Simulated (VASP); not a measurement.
Input of a VASP 6.6.1 run:

File INCAR:

```
SYSTEM = CaO
ALGO     = Normal         ! electronic algorithm
EDIFF    = 1E-6           ! SCF threshold, eV
EDIFFG   = -0.002         ! ionic threshold
ENCUT    = 600            ! plane-wave cutoff, eV
IBRION   = 2              ! ionic algorithm
ISIF     = 3              ! what is computed and relaxed
ISMEAR   = 0              ! smearing method
LASPH    = .TRUE.         ! aspherical terms in the spheres
LCHARG   = .FALSE.        ! write CHGCAR
LREAL    = .FALSE.        ! projectors in reciprocal space
LWAVE    = .FALSE.        ! write WAVECAR
NELM     = 80             ! most SCF steps
NSW      = 100            ! ionic steps
PREC     = Accurate       ! precision mode
PSTRESS  = 10.0         
SIGMA    = 0.01           ! smearing width, eV
```

The input KPOINTS:

```
k-points
0
G
  8 8 8
  0 0 0
```

File POSCAR:

```
CaO
1.0
    0.0000000000      2.3539483568      2.3539483568
    2.3539483568      0.0000000000      2.3539483568
    2.3539483568      2.3539483568      0.0000000000
Ca O
1 1
Direct
    0.0000000000      0.0000000000      0.0000000000
    0.5000000000      0.5000000000      0.5000000000
```

Potentials or basis: VASP PAW LDA potentials, release 64 (Ca_sv, O).

Command:

```bash
$ cat potpaw_LDA.64/Ca_sv/POTCAR potpaw_LDA.64/O/POTCAR > POTCAR
$ mpirun -np 1 vasp_std > vasp.out
```

Task: Predict the band gap on the k mesh.

Result: 3.42 eV (least direct gap 3.78 eV).

Task: What does it give for the space group after relaxing (to 0.1 Å)?

Result: Fm-3m (No. 225).

Task: Predict the relaxed volume.

Result: 13.03 Å³/atom.

The path:
| step | energy change (eV) | largest force (eV/Å) | pressure (GPa) | volume (Å³) |
| --- | --- | --- | --- | --- |
| 1 | 0.0000 | 0.0000 | 0.82 | 26.09 |
| 2 | 0.0003 | 0.0000 | 1.09 | 26.03 |
| 3 | 0.0002 | 0.0000 | 0.98 | 26.06 |

Caveat: the cell is relaxed towards a set pressure, so the run minimises the enthalpy, not the energy. A k mesh can miss the band edges.
